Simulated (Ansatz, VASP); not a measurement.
Two plane-wave programs on Si

POSCAR

```
Si
1.0
   -2.3713723045      2.3713723045      1.3292653899
    2.3713723045     -2.3713723045      1.3292653899
    2.3713723045      2.3713723045     -1.3292653899
Si
2
Direct
    0.5000000000      0.5000000000      0.0000000000
    0.2500000000      0.7500000000      0.5000000000
```

Contents of INCAR.step1:

```
ALGO = Normal
EDIFF = 1E-5
ENCUT = 520
GGA = PE
ISIF = 2
ISMEAR = -1
LASPH = T
LCHARG = F
LREAL = F
LWAVE = T
NBANDS = 11
NELM = 60
PREC = Accurate
SIGMA = 0.05
```

INCAR.step2

```
AEXX = 0.2
AGGAC = 0.81
AGGAX = 0.72
ALDAC = 0.19
ALGO = Normal
EDIFF = 1E-6
ENCUT = 520
GGA = B3
ISIF = 2
ISMEAR = -1
ISTART = 1
LASPH = T
LCHARG = F
LHFCALC = T
LREAL = F
LWAVE = F
NBANDS = 11
NELM = 60
PREC = Accurate
PRECFOCK = Normal
SIGMA = 0.05
```

Contents of KPOINTS:

```
k-points
0
Gamma
  6 6 6
```

The input input:

```
crystal:
  lattice:
    - [-2.3713723045, 2.3713723045, 1.3292653899]
    - [2.3713723045, -2.3713723045, 1.3292653899]
    - [2.3713723045, 2.3713723045, -1.3292653899]
  atoms:
    - { symbol: Si, position: [0.5, 0.5, 0.0] }
    - { symbol: Si, position: [0.25, 0.75, 0.5] }
hamiltonian:
  xc: b3lyp
  pseudopotentials: { kind: paw }
kpoints:
  mp_grid: { grid: [6, 6, 6] }
scf:
  occupations: { method: fermi_dirac, width: 0.05 }
output:
  forces: true
  stress: true
  eigenvalues: true
  write_density: true
  write_potential: true
  elf: true
  volumetric_format: npy
```

Alike in both runs: task single point; functional B3LYP; k mesh 6 × 6 × 6; occupations fermi-dirac, width 0.05 eV; no spin polarisation.

|  | VASP | Ansatz |
| --- | --- | --- |
| version | VASP 6.6.1 | Ansatz 0.2.0 |
| potentials or method | VASP PAW PBE potentials, release 64 (Si) | Ansatz PAW |
| plane-wave cutoff (eV) | 520 | 420 |
| valence electrons in the cell | 8 | 8 |

Ansatz gave:

| Property | Result |
| --- | --- |
| gap on the k mesh at the Fermi level (eV) | none |
| pressure (GPa) | 6.7 |
| traceless stress, the component that is largest in VASP (GPa) | -4.40 |

Estimate VASP's values.

gap on the k mesh at the Fermi level (eV): none; pressure (GPa): 6.9; traceless stress, the component that is largest in VASP (GPa): -4.30.

VASP's potentials were made for PBE, not for B3LYP. A gap of «none» marks a metal or a gap that the smearing closes.

The k mesh is coarse, so the values compare programs but aren't converged.
